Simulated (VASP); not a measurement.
# TcIr (Pm-3m) in VASP: further runs

TcIr is run at these levels: LDA; tasks: single point.

All numbers are computed with VASP 6.6.1; they aren't measurements. Logs are shortened: lines on timing, memory, paths and dates and some standing lists are left out, and cuts for length are marked.

## 1. The cell of the first run

The structure is cubic, space group Pm-3m (No. 221). Conventional cell: a = 3.060 Å, b = 3.060 Å, c = 3.060 Å, α = 90.00°, β = 90.00°, γ = 90.00°. Ir (site symmetry m-3m) has 8 Tc at 2.65 Å and 6 Ir at 3.06 Å within 3.5 Å. Tc (site symmetry m-3m) has 8 Ir at 2.65 Å and 6 Tc at 3.06 Å within 3.5 Å.

## 2. Single point, LDA

INCAR reads:

```
ALGO     = Normal         # electronic algorithm
EDIFF    = 1E-6           # SCF threshold, eV
ENCUT    = 560            # plane-wave cutoff, eV
GGA_COMPAT= False        
ISIF     = 2              # what is computed and relaxed
ISMEAR   = 0              # smearing method
LASPH    = True           # aspherical terms in the spheres
LCHARG   = False          # write CHGCAR
LREAL    = False          # projectors in reciprocal space
LWAVE    = False          # write WAVECAR
NBANDS   = 23             # bands
NELM     = 120            # most SCF steps
PREC     = Accurate       # precision mode
SIGMA    = 0.05           # smearing width, eV
```

KPOINTS reads:

```
k-points
0
Gamma
  7 7 7
```

POSCAR reads:

```
TcIr
1.0
    3.0596646846      0.0000000000      0.0000000000
    0.0000000000      3.0596646846      0.0000000000
    0.0000000000      0.0000000000      3.0596646846
Ir Tc
1 1
Direct
    0.0000000000      0.0000000000      0.0000000000
    0.5000000000      0.5000000000      0.5000000000
```

Potentials or basis: VASP PAW LDA potentials, release 64 (Ir_sv_GW, Tc_sv).

Started as:

```bash
cat potpaw_LDA.64/Ir_sv_GW/POTCAR potpaw_LDA.64/Tc_sv/POTCAR > POTCAR
mpirun -np 1 vasp_std > vasp.out
```

OUTCAR:

```text
EDIFF = 1E-6
   ENCUT = 560
   ISIF = 2
   ISMEAR = 0
   LASPH = True
   LREAL = False
   NELM = 120
   PREC = Accurate

 ion  position               nearest neighbor table
   1  0.000  0.000  0.000-   2 2.65   2 2.65   2 2.65   2 2.65   2 2.65   2 2.65   2 2.65   2 2.65

   2  0.500  0.500  0.500-   1 2.65   1 2.65   1 2.65   1 2.65   1 2.65   1 2.65   1 2.65   1 2.65

  LATTYP: Found a simple cubic cell.
 ALAT       =     3.0596646846

  Lattice vectors:

 A1 = (   3.0596646846,   0.0000000000,   0.0000000000)
 A2 = (   0.0000000000,   3.0596646846,   0.0000000000)
 A3 = (   0.0000000000,   0.0000000000,   3.0596646846)

Analysis of symmetry for initial positions (statically):
=====================================================================
 Subroutine PRICEL returns:
 Original cell was already a primitive cell.

 Routine SETGRP: Setting up the symmetry group for a
 simple cubic supercell.

 Subroutine GETGRP returns: Found 48 space group operations
 (whereof 48 operations were pure point group operations)
 out of a pool of 48 trial point group operations.

The static configuration has the point symmetry O_h .

Analysis of symmetry for dynamics (positions and initial velocities):
=====================================================================
 Subroutine PRICEL returns:
 Original cell was already a primitive cell.

 Routine SETGRP: Setting up the symmetry group for a
 simple cubic supercell.

 Subroutine GETGRP returns: Found 48 space group operations
 (whereof 48 operations were pure point group operations)
 out of a pool of 48 trial point group operations.

The dynamic configuration has the point symmetry O_h .

 Subroutine INISYM returns: Found 48 space group operations
 (whereof 48 operations are pure point group operations),
 and found     1 'primitive' translations

----------------------------------------------------------------------------------------

                                     Primitive cell

  volume of cell :      28.6432

  direct lattice vectors                    reciprocal lattice vectors
     3.059664685  0.000000000  0.000000000     0.326833200  0.000000000  0.000000000
     0.000000000  3.059664685  0.000000000     0.000000000  0.326833200  0.000000000
     0.000000000  0.000000000  3.059664685     0.000000000  0.000000000  0.326833200

  length of vectors
     3.059664685  3.059664685  3.059664685     0.326833200  0.326833200  0.326833200
[... 72 lines left out ...]
   LSORBIT =      F    spin-orbit coupling
   LASPH  =      T    aspherical Exc in radial PAW
   ENCUT  =  560.0 eV  41.16 Ry    6.42 a.u.   5.90  5.90  5.90*2*pi/ulx,y,z
   NELM   =    120;   NELMIN=  2; NELMDL= -5     # of ELM steps
   EDIFF  = 0.1E-05   stopping-criterion for ELM
   LREAL  =      F    real-space projection
   EDIFFG = 0.1E-04   stopping-criterion for IOM
   NSW    =      0    number of steps for IOM
   IBRION =     -1    ionic relax: 0-MD 1-quasi-New 2-CG
   NFREE  =      0    steps in history (QN), initial steepest desc. (CG)
   ISIF   =      2    stress and relaxation
   ISYM   =      2    0-nonsym 1-usesym 2-fastsym
   POTIM  = 0.5000    time-step for ionic-motion
   TEBEG  =    0.0;   TEEND  =   0.0 temperature during run
   PSTRESS=    0.0 pullay stress
   NELECT =      32.0000    total number of electrons
   NUPDOWN=      -1.0000    fix difference up-down
   EMIN   =  10.00;   EMAX   =-10.00  energy-range for DOS
   EFERMI =   0.00;   METHOD = LEGACY
   ISMEAR =     0;   SIGMA  =   0.05  broadening in eV -4-tet -1-fermi 0-gaus
   EFERMI_NEDOS =   21; number of points for ismear=-14 and -15
   IALGO  =     38    algorithm
   IMIX   =      4    mixing-type and parameters
     AMIX     =   0.40;   BMIX     =  1.00
     AMIX_MAG =   1.60;   BMIX_MAG =  1.00
  volume/ion in A,a.u.               =      14.32        96.65
  Fermi-wavevector in a.u.,A,eV,Ry     =   1.698704  3.210085 39.260898  2.885595
  Thomas-Fermi vector in A             =   2.779155
   LORBIT       =      0    0 simple, 1 ext, 2 COOP (PROOUT), +10 PAW based schemes
   GGA     = CA    functional components
   LHFCALC =     F    Hartree Fock is set to
   AEXX    =    0.0000 exact exchange contribution
   IVDW    =     0    specifies the selected vdW correction
   LEPSILON=     F    determine dielectric tensor
   LRPA    =     F    only Hartree local field effects (RPA)
 non-spin polarized calculation
 Gauss-broadening in eV      SIGMA  =   0.05
  energy-cutoff  :      560.00
  volume of cell :       28.64
 maximum number of plane-waves:       882
 NGX is ok and might be reduce to    24
   NGX = 11   NGY = 11   NGZ = 11

 number of electron      32.0000001 magnetization

 Free energy of the ion-electron system (eV)
  ---------------------------------------------------
  ext. energy  EPLUGINS =         0.00000000
  ---------------------------------------------------
  free energy    TOTEN  =       -21.59392606 eV

  energy without entropy =      -21.58993627  energy(sigma->0) =      -21.59193116

 E-fermi :  13.7848     XC(G=0): -14.4308

 val. band max:       13.7757923786   @ k =   0.0000   0.0000   0.0000
 cond. band min:      13.8121544978   @ k =   0.1429   0.1429   0.0000
 fundamental gap:      0.0363621193
 Fermi energy:        13.7847542688

 k-point     1 :       0.0000    0.0000    0.0000
  band No.  band energies     occupation
      1     -78.4270      2.00000
      2     -53.0284      2.00000
      3     -35.4687      2.00000
      4     -35.4687      2.00000
      5     -35.4687      2.00000
      6     -25.1739      2.00000
[... 509 lines left out ...]
     22      23.7388      0.00000
     23      24.0624      0.00000

------------------------ aborting loop because EDIFF is reached ----------------------------------------

  FORCE on cell =-STRESS in cart. coord.  units (eV):
  Direction    XX          YY          ZZ          XY          YZ          ZX
  --------------------------------------------------------------------------------------
  -------------------------------------------------------------------------------------
  Total       -0.6465172     -0.6465172     -0.6465172      0.0000000      0.0000000     -0.0000000
  in kB      -36.1633912    -36.1633912    -36.1633912      0.0000000      0.0000000     -0.0000000
  external PRESSURE =     -36.1633912 kB  Pullay stress =       0.0000000 kB

 VOLUME and BASIS-vectors are now :
 -----------------------------------------------------------------------------
  energy-cutoff  :      560.00
  volume of cell :       28.64
      direct lattice vectors                 reciprocal lattice vectors
     3.059664685  0.000000000  0.000000000     0.326833200  0.000000000  0.000000000
     0.000000000  3.059664685  0.000000000     0.000000000  0.326833200  0.000000000
     0.000000000  0.000000000  3.059664685     0.000000000  0.000000000  0.326833200

 POSITION                                       TOTAL-FORCE (eV/Angst)
 -----------------------------------------------------------------------------------
      0.00000      0.00000      0.00000         0.000000      0.000000      0.000000
      1.52983      1.52983      1.52983         0.000000      0.000000      0.000000
 -----------------------------------------------------------------------------------
    total drift:                                0.000000      0.000000     -0.000000

  FREE ENERGIE OF THE ION-ELECTRON SYSTEM (eV)
  ---------------------------------------------------
  free  energy   TOTEN  =       -21.5939260569 eV

  energy  without entropy=      -21.5899362696  energy(sigma->0) =      -21.59193116
```

stdout:

```text
POSCAR found type information on POSCAR IrTc
 POSCAR found :  2 types and       2 ions
 scaLAPACK will be used
 LDA part: xc-table for (Slater(with rela. corr.)+CA(PZ))
 , standard interpolation
 POSCAR, INCAR and KPOINTS ok, starting setup
 FFT: planning ... GRIDC
 FFT: planning ... GRID_SOFT
 FFT: planning ... GRID
 WAVECAR not read
 entering main loop
```

It took 16 s on 1 thread of AMD EPYC 7R43 (Zen 3), shared host; peak memory 0.1 GiB.

Results:

- Free energy: -21.5939 eV
- Pressure: -3.6 GPa
- Band gap on the k mesh: zero (bands 16 and 17 overlap by 1.68 eV)

Caveat: the cell stands under tension; spin-orbit coupling is left out, which moves the levels of the heavy elements.

## 3. Single point, LDA

This run uses another cell than the first one, of 14.04 Å³/atom.

INCAR reads:

```
PREC = Accurate
ENCUT = 560
EDIFF = 1E-6
ISMEAR = 0
SIGMA = 0.05
LREAL = F
LASPH = T
NELM = 120
ALGO = Normal
ISIF = 2
LWAVE = F
LCHARG = F
NBANDS = 23
GGA_COMPAT = F
```

KPOINTS reads:

```
Automatic mesh
0
Gamma
  7 7 7
```

POSCAR reads:

```
TcIr
1.0
    3.0393340863      0.0000000000      0.0000000000
    0.0000000000      3.0393340863      0.0000000000
    0.0000000000      0.0000000000      3.0393340863
Ir Tc
1 1
Direct
    0.0000000000      0.0000000000      0.0000000000
    0.5000000000      0.5000000000      0.5000000000
```

Potentials or basis: VASP PAW LDA potentials, release 64 (Ir_sv_GW, Tc_sv).

Started as:

```bash
cat potpaw_LDA.64/Ir_sv_GW/POTCAR potpaw_LDA.64/Tc_sv/POTCAR > POTCAR
mpirun -np 1 vasp_std > vasp.out
```

Wall time 7.6 s (1 thread of Intel Xeon Platinum 8488C (Sapphire Rapids), shared host); peak memory 0.13 GiB.

It converged, with:

```yaml
Free_energy: -21.5895 eV
Pressure: 3.3 GPa
Band_gap_on_the_k_mesh: zero (bands 16 and 17 overlap by 1.73 eV)
```

Levels at points of the mesh, in eV from the Fermi level:
```
           k point  band 13  band 14  band 15  band 16  band 17  band 18  band 19  band 20
(0.00, 0.00, 0.00)    -3.29    -3.29    -0.02    -0.02     2.33     2.33     2.33     8.61
```

Caveat: the cell stands under pressure; spin-orbit coupling is left out, which moves the levels of the heavy elements.

(Continued in part 2 of 2.)

The gap in the log of VASP goes by the Fermi energy; the results here count the filled bands.